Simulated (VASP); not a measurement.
# Os (I4/mmm) in VASP: further runs

The runs below take Os through single point, with PBEsol.

Everything below comes from runs of VASP 6.6.1. Logs are shortened: lines on timing, memory, paths and dates and some standing lists are left out, and cuts for length are marked.

### Step 1. The cell of the first run

It takes space group I4/mmm (No. 139, tetragonal). The conventional cell has a = 2.833 Å, b = 2.833 Å, c = 3.832 Å, α = 90.00°, β = 90.00°, γ = 90.00°. Os (site symmetry 4/mmm) has 12 Os at 2.77 to 2.83 Å within 3.7 Å.

### Step 2. Single point, PBEsol (strain +0.030 along x and y, -0.015 along z)

INCAR reads:

```
SYSTEM = Os
PREC = Accurate
ENCUT = 520
EDIFF = 1E-7
ISMEAR = 0
SIGMA = 0.15
LREAL = .FALSE.
LASPH = .TRUE.
NELM = 100
ALGO = Normal
ISIF = 2
LWAVE = .FALSE.
LCHARG = .FALSE.
GGA = PS
NBANDS = 10
```

KPOINTS reads:

```
regular mesh
0
G
  20 20 20
  0 0 0
```

POSCAR reads:

```
Os
1.0
    0.0000000000      2.0033500000      1.9158250000
    2.0033500000      0.0000000000      1.9158250000
    2.0033500000      2.0033500000      0.0000000000
Os
1
Direct
    0.0000000000      0.0000000000      0.0000000000
```

Potentials or basis: VASP PAW PBE potentials, release 64 (Os).

Launch:

```bash
$ cat potpaw_PBE.64/Os/POTCAR > POTCAR
$ mpirun -np 1 vasp_std > vasp.out
```

OUTCAR:

```text
SYSTEM = Os
   PREC = Accurate
   ENCUT = 520
   EDIFF = 1E-7
   ISMEAR = 0
   LREAL = .FALSE.
   LASPH = .TRUE.
   NELM = 100
   ISIF = 2
   GGA = PS

 ion  position               nearest neighbor table
   1  0.000  0.000  0.000-

  LATTYP: Found a body centered tetragonal cell.
 ALAT       =     2.8331647402
 C/A-ratio  =     1.3524275329

  Lattice vectors:

 A1 = (   0.0000000000,  -2.0033500000,  -1.9158250000)
 A2 = (   0.0000000000,   2.0033500000,  -1.9158250000)
 A3 = (   2.0033500000,   0.0000000000,   1.9158250000)

Analysis of symmetry for initial positions (statically):
=====================================================================
 Subroutine PRICEL returns:
 Original cell was already a primitive cell.

 Routine SETGRP: Setting up the symmetry group for a
 body centered tetragonal supercell.

 Subroutine GETGRP returns: Found 16 space group operations
 (whereof 16 operations were pure point group operations)
 out of a pool of 16 trial point group operations.

The static configuration has the point symmetry D_4h.

Analysis of symmetry for dynamics (positions and initial velocities):
=====================================================================
 Subroutine PRICEL returns:
 Original cell was already a primitive cell.

 Routine SETGRP: Setting up the symmetry group for a
 body centered tetragonal supercell.

 Subroutine GETGRP returns: Found 16 space group operations
 (whereof 16 operations were pure point group operations)
 out of a pool of 16 trial point group operations.

The dynamic configuration has the point symmetry D_4h.

 Subroutine INISYM returns: Found 16 space group operations
 (whereof 16 operations are pure point group operations),
 and found     1 'primitive' translations

----------------------------------------------------------------------------------------

                                     Primitive cell

  volume of cell :      15.3780

  direct lattice vectors                    reciprocal lattice vectors
     0.000000000  2.003350000  1.915825000    -0.249581950  0.249581950  0.260984171
     2.003350000  0.000000000  1.915825000     0.249581950 -0.249581950  0.260984171
     2.003350000  2.003350000  0.000000000     0.249581950  0.249581950 -0.260984171

  length of vectors
     2.771966207  2.771966207  2.833164740     0.438970429  0.438970429  0.438970429

  position of ions in fractional coordinates (direct lattice)
     0.000000000  0.000000000  0.000000000

  ion indices of the primitive-cell ions
   primitive index   ion index
                 1           1

----------------------------------------------------------------------------------------

 KPOINTS: regular mesh

Automatic generation of k-mesh.
 Grid dimensions read from file:
 generate k-points for:   20   20   20

 Generating k-lattice:

  Cartesian coordinates                     Fractional coordinates (reciprocal lattice)
    -0.012479098  0.012479098  0.013049209     0.050000000  0.000000000  0.000000000
     0.012479098 -0.012479098  0.013049209     0.000000000  0.050000000  0.000000000
     0.012479098  0.012479098 -0.013049209    -0.000000000 -0.000000000  0.050000000

  Length of vectors
     0.021948521  0.021948521  0.021948521

  Shift w.r.t. Gamma in fractional coordinates (k-lattice)
     0.000000000  0.000000000  0.000000000

 Subroutine IBZKPT returns following result:
 ===========================================

 Found    641 irreducible k-points:

 Following reciprocal coordinates:
            Coordinates               Weight
  0.000000  0.000000  0.000000      1.000000
  0.050000  0.000000  0.000000      8.000000
  0.100000  0.000000  0.000000      8.000000
  0.150000  0.000000  0.000000      8.000000
  0.200000  0.000000  0.000000      8.000000
  0.250000  0.000000  0.000000      8.000000
[... 16 lines left out ...]
 -0.400000  0.050000  0.000000      8.000000
 -0.350000  0.050000  0.000000      8.000000
 [... further k-points ...]
   k-points           NKPTS =    641   k-points in BZ     NKDIM =    641   number of bands    NBANDS=     10
   number of dos      NEDOS =    301   number of ions     NIONS =      1
   total plane-waves  NPLWV =  13824
   dimension x,y,z NGX =    24 NGY =   24 NGZ =   24
   dimension x,y,z NGXF=    48 NGYF=   48 NGZF=   48
   ions per type =               1
   NGX,Y,Z   is equivalent  to a cutoff of  14.39, 14.39, 14.08 a.u.
   NGXF,Y,Z  is equivalent  to a cutoff of  28.79, 28.79, 28.17 a.u.
 SYSTEM =  Os
   PREC   = accura    normal or accurate (medium, high low for compatibility)
   ISTART =      0    job   : 0-new  1-cont  2-samecut
   ICHARG =      2    charge: 1-file 2-atom 10-const
   ISPIN  =      1    spin polarized calculation?
   LNONCOLLINEAR =      F non collinear calculations
   LSORBIT =      F    spin-orbit coupling
   LASPH  =      T    aspherical Exc in radial PAW
   ENCUT  =  520.0 eV  38.22 Ry    6.18 a.u.   5.15  5.15  5.27*2*pi/ulx,y,z
   NELM   =    100;   NELMIN=  2; NELMDL= -5     # of ELM steps
   EDIFF  = 0.1E-06   stopping-criterion for ELM
   LREAL  =      F    real-space projection
   EDIFFG = 0.1E-05   stopping-criterion for IOM
   NSW    =      0    number of steps for IOM
   IBRION =     -1    ionic relax: 0-MD 1-quasi-New 2-CG
   NFREE  =      0    steps in history (QN), initial steepest desc. (CG)
   ISIF   =      2    stress and relaxation
   ISYM   =      2    0-nonsym 1-usesym 2-fastsym
   POTIM  = 0.5000    time-step for ionic-motion
   TEBEG  =    0.0;   TEEND  =   0.0 temperature during run
   PSTRESS=    0.0 pullay stress
   NELECT =       8.0000    total number of electrons
   NUPDOWN=      -1.0000    fix difference up-down
   EMIN   =  10.00;   EMAX   =-10.00  energy-range for DOS
   EFERMI =   0.00;   METHOD = LEGACY
   ISMEAR =     0;   SIGMA  =   0.15  broadening in eV -4-tet -1-fermi 0-gaus
   EFERMI_NEDOS =   21; number of points for ismear=-14 and -15
   IALGO  =     38    algorithm
   IMIX   =      4    mixing-type and parameters
     AMIX     =   0.40;   BMIX     =  1.00
     AMIX_MAG =   1.60;   BMIX_MAG =  1.00
  volume/ion in A,a.u.               =      15.38       103.78
  Fermi-wavevector in a.u.,A,eV,Ry     =   1.316654  2.488115 23.586757  1.733578
  Thomas-Fermi vector in A             =   2.446751
   LORBIT       =      0    0 simple, 1 ext, 2 COOP (PROOUT), +10 PAW based schemes
   GGA     = PS    functional components
   LHFCALC =     F    Hartree Fock is set to
   AEXX    =    0.0000 exact exchange contribution
   IVDW    =     0    specifies the selected vdW correction
   LEPSILON=     F    determine dielectric tensor
   LRPA    =     F    only Hartree local field effects (RPA)
 non-spin polarized calculation
 Gauss-broadening in eV      SIGMA  =   0.15
  energy-cutoff  :      520.00
  volume of cell :       15.38
 maximum number of plane-waves:       435
 NGX is ok and might be reduce to    24
   NGX = 11   NGY = 11   NGZ = 11

 number of electron       8.0000000 magnetization

 Free energy of the ion-electron system (eV)
  ---------------------------------------------------
  ext. energy  EPLUGINS =         0.00000000
  ---------------------------------------------------
  free energy    TOTEN  =       -11.92500189 eV

  energy without entropy =      -11.91352394  energy(sigma->0) =      -11.91926291

 E-fermi :   7.8412     XC(G=0): -13.6166

 val. band max:        7.8370624709   @ k =  -0.4500   0.0500   0.4500
 cond. band min:       7.8414861979   @ k =  -0.2500   0.3500   0.3000
 fundamental gap:      0.0044237270
 Fermi energy:         7.8411872157

 k-point     1 :       0.0000    0.0000    0.0000
  band No.  band energies     occupation
      1      -2.2161      2.00000
      2       5.0254      2.00000
      3       5.0254      2.00000
      4       5.5776      2.00000
      5       7.4728      1.99949
      6       8.1767      0.00156
      7      22.1532      0.00000
      8      26.9244      0.00000
      9      26.9244      0.00000
     10      28.3012      0.00000

 k-point     2 :       0.0500    0.0000    0.0000
  band No.  band energies     occupation
      1      -2.1098      2.00000
      2       5.0031      2.00000
      3       5.0725      2.00000
      4       5.5846      2.00000
      5       7.4484      1.99979
      6       8.1363      0.00539
      7      22.3452      0.00000
      8      26.5758      0.00000
      9      27.1028      0.00000
     10      28.2048      0.00000

 k-point     3 :       0.1000    0.0000    0.0000
  band No.  band energies     occupation
      1      -1.7993      2.00000
      2       4.9055      2.00000
      3       5.1963      2.00000
      4       5.6453      2.00000
      5       7.3990      1.99997
      6       8.0351      0.06750
      7      22.8820      0.00000
      8      25.5257      0.00000
      9      27.6258      0.00000
     10      28.5520      0.00000

 k-point     4 :       0.1500    0.0000    0.0000
  band No.  band energies     occupation
      1      -1.3118      2.00000
      2       4.7353      2.00000
      3       5.3381      2.00000
      4       5.7729      2.00000
      5       7.3974      1.99997
      6       7.9327      0.38836
      7      23.5809      0.00000
      8      24.3139      0.00000
      9      28.4584      0.00000
     10      29.3494      0.00000
[... 222 lines left out ...]
 k-point    22 :      -0.4500    0.0500    0.0000
  band No.  band energies     occupation
      1       1.0100      2.00000
      2       4.8694      2.00000
      3       5.2752      2.00000
      4       7.1725      2.00000
      5       9.9141      0.00000
      6      10.1221      0.00000
      7      15.8691      0.00000
      8      21.8626      0.00000
      9      27.1080      0.00000
     10      27.3972      0.00000

 k-point    23 :      -0.4000    0.0500    0.0000
  band No.  band energies     occupation
      1       0.9927      2.00000
      2       4.9383      2.00000
      3       5.3479      2.00000
      4       6.5325      2.00000
      5       9.4843      0.00000
      6       9.8667      0.00000
      7      16.9319      0.00000
      8      22.1877      0.00000
      9      27.7264      0.00000
     10      28.0360      0.00000

 k-point    24 :      -0.3500    0.0500    0.0000
  band No.  band energies     occupation
      1       0.9064      2.00000
      2       5.0650      2.00000
      3       5.4499      2.00000
      4       5.7055      2.00000
      5       8.9018      0.00000
      6       9.4840      0.00000
      7      18.4044      0.00000
      8      22.8082      0.00000
      9      28.4215      0.00000
     10      29.4284      0.00000

 [... further k-points ...]
[... 5 lines left out ...]
  --------------------------------------------------------------------------------------
  -------------------------------------------------------------------------------------
  Total       -3.5512770     -3.5512770     -2.3351637      0.0000000      0.0000000      0.0000000
  in kB     -369.9948156   -369.9948156   -243.2923359      0.0000000      0.0000000      0.0000000
  external PRESSURE =    -327.7606557 kB  Pullay stress =       0.0000000 kB

 VOLUME and BASIS-vectors are now :
 -----------------------------------------------------------------------------
  energy-cutoff  :      520.00
  volume of cell :       15.38
      direct lattice vectors                 reciprocal lattice vectors
     0.000000000  2.003350000  1.915825000    -0.249581950  0.249581950  0.260984171
     2.003350000  0.000000000  1.915825000     0.249581950 -0.249581950  0.260984171
     2.003350000  2.003350000  0.000000000     0.249581950  0.249581950 -0.260984171

 POSITION                                       TOTAL-FORCE (eV/Angst)
 -----------------------------------------------------------------------------------
      0.00000      0.00000      0.00000         0.000000      0.000000     -0.000000
 -----------------------------------------------------------------------------------
    total drift:                               -0.000000      0.000000      0.000000

  FREE ENERGIE OF THE ION-ELECTRON SYSTEM (eV)
  ---------------------------------------------------
  free  energy   TOTEN  =       -11.9250018915 eV

  energy  without entropy=      -11.9135239352  energy(sigma->0) =      -11.91926291
```

It took 43 s on 1 thread of Intel Xeon Platinum 8488C (Sapphire Rapids), shared host; peak memory 0.23 GiB.

What came out:

- Free energy: -11.9250 eV
- Pressure: -32.8 GPa
- Band gap on the k mesh: zero (band 4 reaches 10.53 eV, above the bottom of band 5 at 6.59 eV)

Stress tensor (GPa, compression positive):
```
-37.00   0.00   0.00
  0.00 -37.00   0.00
  0.00   0.00 -24.33
```

Caveat: the cell differs from its parent crystal (strain +0.030 along x and y, -0.015 along z); the PAW data sets were made with another functional, which shifts forces and pressure a little; spin-orbit coupling is left out, which moves the levels of the heavy elements.

### Step 3. Single point, PBEsol (strain +0.030 along x and y, +0.000 along z)

INCAR reads:

```
SYSTEM = Os
PREC     = Accurate       ! precision mode
ENCUT    = 520            ! plane-wave cutoff, eV
EDIFF    = 1E-6           ! SCF threshold, eV
ISMEAR   = 0              ! smearing method
SIGMA    = 0.15           ! smearing width, eV
LREAL    = .FALSE.        ! projectors in reciprocal space
LASPH    = .TRUE.         ! aspherical terms in the spheres
NELM     = 100            ! most SCF steps
ALGO     = Normal         ! electronic algorithm
ISIF     = 2              ! what is computed and relaxed
LWAVE    = .FALSE.        ! write WAVECAR
LCHARG   = .TRUE.         ! write CHGCAR
GGA      = PS             ! functional
LELF     = .TRUE.         ! ELF
LVHAR    = .TRUE.       
NBANDS   = 10             ! bands
```

KPOINTS reads:

```
Automatic mesh
0
G
  20 20 20
  0 0 0
```

POSCAR reads:

```
Os
1.0
    0.0000000000      2.0033500000      1.9450000000
    2.0033500000      0.0000000000      1.9450000000
    2.0033500000      2.0033500000      0.0000000000
Os
1
Direct
    0.0000000000      0.0000000000      0.0000000000
```

Potentials or basis: VASP PAW PBE potentials, release 64 (Os).

Launch:

```bash
$ cat potpaw_PBE.64/Os/POTCAR > POTCAR
$ mpirun -np 1 vasp_std > vasp.out
```

Wall time 49 s (1 thread of Intel Xeon Platinum 8488C (Sapphire Rapids), shared host); peak memory 0.23 GiB.

Results (log left out):

- Free energy: -11.8842 eV
- Pressure: -36.7 GPa
- Band gap on the k mesh: zero (band 4 reaches 10.13 eV, above the bottom of band 5 at 6.30 eV)

Stress tensor (GPa, compression positive):
```
-39.29   0.00   0.00
  0.00 -39.29   0.00
  0.00   0.00 -31.58
```

Levels at points of the mesh, in eV from the Fermi level:
```
           k point  band 1  band 2  band 3  band 4  band 5  band 6  band 7  band 8
(0.00, 0.00, 0.00)   -9.93   -2.70   -2.70   -2.34   -0.24    0.22   14.29   19.15
(0.50, 0.00, 0.00)   -6.80   -2.90   -2.51   -0.20    1.91    2.14    7.63   13.76
(0.50, 0.50, 0.00)   -6.54   -5.94    1.98    2.50    2.61    2.61   10.99   11.19
(0.50, 0.00, 0.50)   -6.58   -5.90    1.91    1.98    2.41    2.76   10.27   11.56
```

Caveat: the cell differs from its parent crystal (strain +0.030 along x and y, +0.000 along z); the PAW data sets were made with another functional, which shifts forces and pressure a little; spin-orbit coupling is left out, which moves the levels of the heavy elements.

### Step 4. Single point, PBEsol (strain +0.015 along x and y, +0.030 along z)

INCAR reads:

```
PREC = Accurate ; ENCUT = 520
EDIFF = 1E-7 ; ISMEAR = 0
SIGMA = 0.15 ; LREAL = False
LASPH = True ; NELM = 100
ALGO = Fast ; ISIF = 2
LWAVE = False ; LCHARG = False
GGA = PS ; NBANDS = 10
```

KPOINTS reads:

```
Automatic mesh
0
Gamma
  20 20 20
```

POSCAR reads:

```
Os
1.0
    0.0000000000      1.9741750000      2.0033500000
    1.9741750000      0.0000000000      2.0033500000
    1.9741750000      1.9741750000      0.0000000000
Os
1
Direct
    0.0000000000      0.0000000000      0.0000000000
```

Launch:

```bash
$ cat potpaw_PBE.64/Os/POTCAR > POTCAR
$ mpirun -np 1 vasp_std > vasp.out
```

Wall time 61 s (1 thread of Intel Xeon Platinum 8488C (Sapphire Rapids), shared host); peak memory 0.23 GiB.

It converged, with:

```
Free energy            : -11.8889 eV
Pressure               : -36.8 GPa
Band gap on the k mesh : zero (band 4 reaches 9.83 eV, above the bottom of band 5 at 6.30 eV)
```

Stress tensor (GPa, compression positive):
```
-35.64   0.00   0.00
  0.00 -35.64   0.00
  0.00   0.00 -39.13
```

Levels at points of the mesh, in eV from the Fermi level:
```csv
k point,band 2,band 3,band 4,band 5,band 6,band 7
"(0.00, 0.00, 0.00)",-2.71,-2.52,-2.52,-0.12,0.11,14.28
"(0.50, 0.00, 0.00)",-2.80,-2.61,-0.21,1.97,2.08,7.62
"(0.50, 0.50, 0.00)",-5.91,1.91,2.00,2.58,2.58,10.26
"(0.50, 0.00, 0.50)",-5.92,1.98,2.20,2.50,2.69,10.62
```

Caveat: the cell differs from its parent crystal (strain +0.015 along x and y, +0.030 along z); the PAW data sets were made with another functional, which shifts forces and pressure a little; spin-orbit coupling is left out, which moves the levels of the heavy elements.

### Step 5. Single point, PBEsol (strain +0.030 along x and y, +0.015 along z)

INCAR reads:

```
  PREC = Accurate
  ENCUT = 520
  EDIFF = 1E-6
  ISMEAR = 0
  SIGMA = 0.15
  LREAL = F
  LASPH = T
  NELM = 80
  ALGO = Normal
  ISIF = 2
  LWAVE = F
  LCHARG = F
  GGA = PS
  NBANDS = 10
```

KPOINTS reads:

```
regular mesh
0
Gamma
  20 20 20
```

POSCAR reads:

```
Os
1.0
    0.0000000000      2.0033500000      1.9741750000
    2.0033500000      0.0000000000      1.9741750000
    2.0033500000      2.0033500000      0.0000000000
Os
1
Direct
    0.0000000000      0.0000000000      0.0000000000
```

Launch:

```bash
$ cat potpaw_PBE.64/Os/POTCAR > POTCAR
$ mpirun -np 1 vasp_std > vasp.out
```

It took 43 s on 1 thread of Intel Xeon Platinum 8488C (Sapphire Rapids), shared host; peak memory 0.23 GiB.

It converged, with:

```yaml
Free_energy: -11.8335 eV
Pressure: -40.2 GPa
Band_gap_on_the_k_mesh: zero (band 4 reaches 9.71 eV, above the bottom of band 5 at 6.06 eV)
```

Stress tensor (GPa, compression positive):
```
-41.36   0.00   0.00
  0.00 -41.36   0.00
  0.00   0.00 -37.88
```

Levels at points of the mesh, in eV from the Fermi level:
| k point | band 1 | band 2 | band 3 | band 4 | band 5 | band 6 | band 7 | band 8 | band 9 |
| --- | --- | --- | --- | --- | --- | --- | --- | --- | --- |
| (0.00, 0.00, 0.00) | -9.80 | -2.59 | -2.59 | -2.41 | -0.12 | 0.10 | 14.28 | 19.22 | 19.22 |
| (0.50, 0.00, 0.00) | -6.68 | -2.74 | -2.55 | -0.19 | 1.92 | 2.03 | 7.46 | 13.77 | 18.94 |
| (0.50, 0.50, 0.00) | -6.42 | -5.80 | 1.93 | 2.27 | 2.54 | 2.54 | 10.53 | 11.27 | 11.27 |
| (0.50, 0.00, 0.50) | -6.44 | -5.79 | 1.93 | 1.99 | 2.43 | 2.61 | 10.17 | 11.46 | 11.60 |

Caveat: the cell differs from its parent crystal (strain +0.030 along x and y, +0.015 along z); the PAW data sets were made with another functional, which shifts forces and pressure a little; spin-orbit coupling is left out, which moves the levels of the heavy elements.

### Step 6. The runs side by side

| cell | gap on the mesh (eV) | pressure (GPa) |
| --- | --- | --- |
| a = 2.772, b = 2.772, c = 2.833 Å, angles 59.3, 59.3, 61.5°, 1 atom | none | -32.8 |
| a = 2.792, b = 2.792, c = 2.833 Å, angles 59.5, 59.5, 61.0°, 1 atom | none | -36.7 |
| a = 2.813, b = 2.813, c = 2.792 Å, angles 60.2, 60.2, 59.5°, 1 atom | none | -36.8 |
| a = 2.813, b = 2.813, c = 2.833 Å, angles 59.8, 59.8, 60.5°, 1 atom | none | -40.2 |

Alike in all rows: task single point; level PBEsol; potentials or basis VASP PAW PBE potentials, release 64 (Os); no spin polarisation; k mesh 20 × 20 × 20; cutoff (eV) 520; smearing gaussian 0.15 eV.

Caveats: the PAW data sets were made with another functional, which shifts forces and pressure a little; spin-orbit coupling is left out, which moves the levels of the heavy elements.

Absolute energies hang on the potentials; compare differences alone.
